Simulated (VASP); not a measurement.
# Rh (P6_3/mmc) in VASP: notebook, part 2 of 2

VASP 6.6.1. The steps go on from the part before.

## Step 3: Single point, PBEsol (volume 14.638 Å^3 an atom, c/a of the conventional cell 1.6101)

INCAR

```
PREC = Accurate
ENCUT = 520
EDIFF = 1E-6
ISMEAR = 0
SIGMA = 0.15
LREAL = F
LASPH = T
NELM = 80
ALGO = Fast
ISIF = 2
LWAVE = F
LCHARG = F
GGA = PS
NBANDS = 22
```

KPOINTS

```
regular mesh
0
Gamma
  21 21 12
```

POSCAR

```
Rh
1.0
    2.7587198603      0.0000000000      0.0000000000
   -1.3793599302      2.3891214810      0.0000000000
    0.0000000000      0.0000000000      4.4418706139
Rh
2
Direct
    0.6666666667      0.3333333333      0.7500000000
    0.3333333333      0.6666666667      0.2500000000
```

Potentials or basis: VASP PAW PBE potentials, release 64 (Rh_pv).

Run with:

```bash
cat potpaw_PBE.64/Rh_pv/POTCAR > POTCAR
mpirun -np 1 vasp_std > vasp.out
```

OUTCAR:

```text
PREC = Accurate
   ENCUT = 520
   EDIFF = 1E-6
   ISMEAR = 0
   LREAL = F
   LASPH = T
   NELM = 80
   ISIF = 2
   GGA = PS

 ion  position               nearest neighbor table
   1  0.667  0.333  0.750-   2 2.73   2 2.73   2 2.73   2 2.73   2 2.73   2 2.73
   2  0.333  0.667  0.250-   1 2.73   1 2.73   1 2.73   1 2.73   1 2.73   1 2.73

  LATTYP: Found a hexagonal cell.
 ALAT       =     2.7587198603
 C/A-ratio  =     1.6101202147

  Lattice vectors:

[... 788 lines left out ...]

 [... further k-points ...]

------------------------ aborting loop because EDIFF is reached ----------------------------------------

  FORCE on cell =-STRESS in cart. coord.  units (eV):
  Direction    XX          YY          ZZ          XY          YZ          ZX
  --------------------------------------------------------------------------------------
  -------------------------------------------------------------------------------------
  Total       -3.3460016     -3.3460016     -3.3656291      0.0000000      0.0000000      0.0000000
  in kB     -183.1154492   -183.1154493   -184.1895958      0.0000000      0.0000000      0.0000000
  external PRESSURE =    -183.4734981 kB  Pullay stress =       0.0000000 kB

 VOLUME and BASIS-vectors are now :
 -----------------------------------------------------------------------------
  energy-cutoff  :      520.00
  volume of cell :       29.28
      direct lattice vectors                 reciprocal lattice vectors
     2.758719860  0.000000000  0.000000000     0.362486969  0.209281949  0.000000000
    -1.379359930  2.389121481  0.000000000     0.000000000  0.418563898  0.000000000
     0.000000000  0.000000000  4.441870614     0.000000000  0.000000000  0.225130376

 POSITION                                       TOTAL-FORCE (eV/Angst)
 -----------------------------------------------------------------------------------
      1.37936      0.79637      3.33140        -0.000000      0.000000      0.000000
     -0.00000      1.59275      1.11047         0.000000     -0.000000      0.000000
 -----------------------------------------------------------------------------------
    total drift:                                0.000000     -0.000000      0.000000

  FREE ENERGIE OF THE ION-ELECTRON SYSTEM (eV)
  ---------------------------------------------------
  free  energy   TOTEN  =       -16.0798544246 eV

  energy  without entropy=      -16.0397665112  energy(sigma->0) =      -16.05981047
```

stdout:

```text
POSCAR found type information on POSCAR Rh
 POSCAR found :  1 types and       2 ions
 scaLAPACK will be used
 -----------------------------------------------------------------------------
|                                                                             |
|                                                                             |
|     You enforced a specific xc type in the INCAR file but a different       |
|     I HOPE YOU KNOW WHAT YOU ARE DOING!                                     |
|                                                                             |
 -----------------------------------------------------------------------------

 LDA part: xc-table for (Slater+PW92), standard interpolation
 POSCAR, INCAR and KPOINTS ok, starting setup
 FFT: planning ... GRIDC
 FFT: planning ... GRID_SOFT
 FFT: planning ... GRID
 WAVECAR not read
 entering main loop
```

It took 82 s on 1 thread of Intel Xeon 6975P-C (Granite Rapids), shared host; peak memory 0.28 GiB.

Results:

```yaml
Free_energy: -16.0799 eV
Pressure: -18.3 GPa
Band_gap_on_the_k_mesh: zero (band 15 reaches 11.30 eV, above the bottom of band 16 at 9.13 eV)
```

Levels at points of the mesh, in eV from the Fermi level:
```csv
k point,band 12,band 13,band 14,band 15,band 16,band 17,band 18,band 19
"(0.00, 0.00, 0.00)",-2.28,-2.28,-1.77,-1.77,0.12,0.12,0.76,8.03
"(0.00, 0.00, 0.50)",-2.87,-2.87,-2.87,-0.40,-0.40,-0.40,-0.40,14.54
```

Caveat: the PAW data sets were made with another functional, which shifts forces and pressure a little.

## Step 4: Single point, PBEsol (volume 15.180 Å^3 an atom, c/a of the conventional cell 1.8165)

INCAR

```
SYSTEM = Rh
ALGO = Fast
EDIFF = 1E-6
ENCUT = 520
GGA = PS
ISIF = 2
ISMEAR = 0
LASPH = .TRUE.
LCHARG = .FALSE.
LREAL = .FALSE.
LWAVE = .FALSE.
NBANDS = 22
NELM = 100
PREC = Accurate
SIGMA = 0.15
```

KPOINTS

```
k-points
0
G
  21 21 12
  0 0 0
```

POSCAR

```
Rh
1.0
    2.6823281731      0.0000000000      0.0000000000
   -1.3411640865      2.3229643392      0.0000000000
    0.0000000000      0.0000000000      4.8724491264
Rh
2
Direct
    0.6666666667      0.3333333333      0.7500000000
    0.3333333333      0.6666666667      0.2500000000
```

Run with:

```bash
cat potpaw_PBE.64/Rh_pv/POTCAR > POTCAR
mpirun -np 1 vasp_std > vasp.out
```

Run time: 84 s. Hardware: 1 thread of Intel Xeon 6975P-C (Granite Rapids), shared host; peak memory 0.27 GiB.

It converged, with:

```yaml
Free_energy: -15.7693 eV
Pressure: -21.6 GPa
Band_gap_on_the_k_mesh: zero (band 15 reaches 10.98 eV, above the bottom of band 16 at 8.70 eV)
```

Stress tensor (GPa, compression positive):
```
-14.28   0.00   0.00
  0.00 -14.28   0.00
  0.00   0.00 -36.32
```

Levels at points of the mesh, in eV from the Fermi level:
```
           k point  band 12  band 13  band 14  band 15  band 16  band 17  band 18  band 19
(0.00, 0.00, 0.00)    -2.28    -2.28    -0.87    -0.87    -0.08     0.27     0.27     6.15
(0.00, 0.00, 0.50)    -2.52    -2.52    -2.52    -0.17    -0.17    -0.17    -0.17    12.16
```

Caveat: the PAW data sets were made with another functional, which shifts forces and pressure a little.

## Step 5: Single point, PBEsol (volume 15.180 Å^3 an atom, c/a of the conventional cell 1.5467)

INCAR

```
SYSTEM = Rh
PREC = Accurate
ENCUT = 520
EDIFF = 1E-7
ISMEAR = 0
SIGMA = 0.15
LREAL = .FALSE.
LASPH = .TRUE.
NELM = 100
ALGO = Fast
ISIF = 2
LWAVE = .FALSE.
LCHARG = .FALSE.
GGA = PS
NBANDS = 22
```

KPOINTS

```
Automatic mesh
0
G
  21 21 12
  0 0 0
```

POSCAR

```
Rh
1.0
    2.8300124754      0.0000000000      0.0000000000
   -1.4150062377      2.4508626967      0.0000000000
    0.0000000000      0.0000000000      4.3771802956
Rh
2
Direct
    0.6666666667      0.3333333333      0.7500000000
    0.3333333333      0.6666666667      0.2500000000
```

Run with:

```bash
cat potpaw_PBE.64/Rh_pv/POTCAR > POTCAR
mpirun -np 1 vasp_std > vasp.out
```

Run time: 86 s. Hardware: 1 thread of Intel Xeon 6975P-C (Granite Rapids), shared host; peak memory 0.28 GiB.

It converged, with:

| Property | Result |
| --- | --- |
| Free energy | -15.9183 eV |
| Pressure | -24.1 GPa |
| Band gap on the k mesh | zero (band 15 reaches 10.60 eV, above the bottom of band 16 at 8.64 eV) |

Stress tensor (GPa, compression positive):
```
-26.22   0.00   0.00
  0.00 -26.22   0.00
  0.00   0.00 -19.88
```

Levels at points of the mesh, in eV from the Fermi level:
```csv
k point,band 11,band 12,band 13,band 14,band 15,band 16,band 17,band 18,band 19,band 20
"(0.00, 0.00, 0.00)",-2.39,-2.11,-2.11,-1.93,-1.93,0.10,0.10,1.19,8.26,15.50
"(0.00, 0.00, 0.50)",-2.82,-2.82,-2.67,-2.67,-0.38,-0.38,-0.38,-0.38,14.73,14.73
```

Caveat: the PAW data sets were made with another functional, which shifts forces and pressure a little.

## Step 6: The runs side by side

```csv
cell,further INCAR settings,gap on the mesh (eV),pressure (GPa)
"a = 2.686, b = 2.686, c = 4.686 Å, angles 90.0, 90.0, 120.0°, 2 atoms",ALGO = Fast; EDIFF = 1e-06; NBANDS = 22,none,-17.2
"a = 2.759, b = 2.759, c = 4.442 Å, angles 90.0, 90.0, 120.0°, 2 atoms",ALGO = Fast; EDIFF = 1e-06; NBANDS = 22,none,-18.3
"a = 2.682, b = 2.682, c = 4.872 Å, angles 90.0, 90.0, 120.0°, 2 atoms",ALGO = Fast; EDIFF = 1e-06; NBANDS = 22,none,-21.6
"a = 2.830, b = 2.830, c = 4.377 Å, angles 90.0, 90.0, 120.0°, 2 atoms",ALGO = Fast; EDIFF = 1e-07; NBANDS = 22,none,-24.1
```

Alike in all rows: task single point; level PBEsol; potentials or basis VASP PAW PBE potentials, release 64 (Rh_pv); no spin polarisation; k mesh 21 × 21 × 12; cutoff (eV) 520; smearing gaussian 0.15 eV.

Caveats: the PAW data sets were made with another functional, which shifts forces and pressure a little.

Absolute energies hang on the potentials; compare differences alone.
